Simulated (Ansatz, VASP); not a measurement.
**Two plane-wave programs on Zn4O**

```
Zn O
1.0
     3.03970    0.00000    0.00000
    -1.51985    2.63246    0.00000
     0.00000    0.00000    9.03705
Zn O
4 1
Direct
  0.66667 0.33333 0.01879
  0.00000 0.00000 0.69996
  0.33333 0.66667 0.46340
  0.00000 0.00000 0.23631
  0.66667 0.33333 0.80607
```

Alike in both runs: functional PBE; k mesh 12 × 12 × 4; occupations gaussian, width 0.1 eV; no spin polarisation.

Ansatz relaxed the structure, and its values are those at the end. VASP's run is a single point on that final structure, the one shown.

```csv
,VASP,Ansatz
version,VASP 6.6.1,Ansatz 0.2.0
potentials or method,"VASP PAW PBE potentials, release 64 (Zn, O_h), cutoff 910 eV","scalar-relativistic, plane waves, PAW"
valence electrons in the cell,54,54
```

VASP gave:

- gap on the k mesh at the Fermi level (eV): none
- rms of the force components (eV/Å): 0.023

Estimate Ansatz's values.

gap on the k mesh at the Fermi level (eV): none; rms of the force components (eV/Å): 0.000.

A gap of «none» marks a metal or a gap that the smearing closes. With one functional, cell and mesh, what is left measures potentials, basis and numerics.

Noted on VASP's run: the cutoff is short for stress, so the pressure is rough.
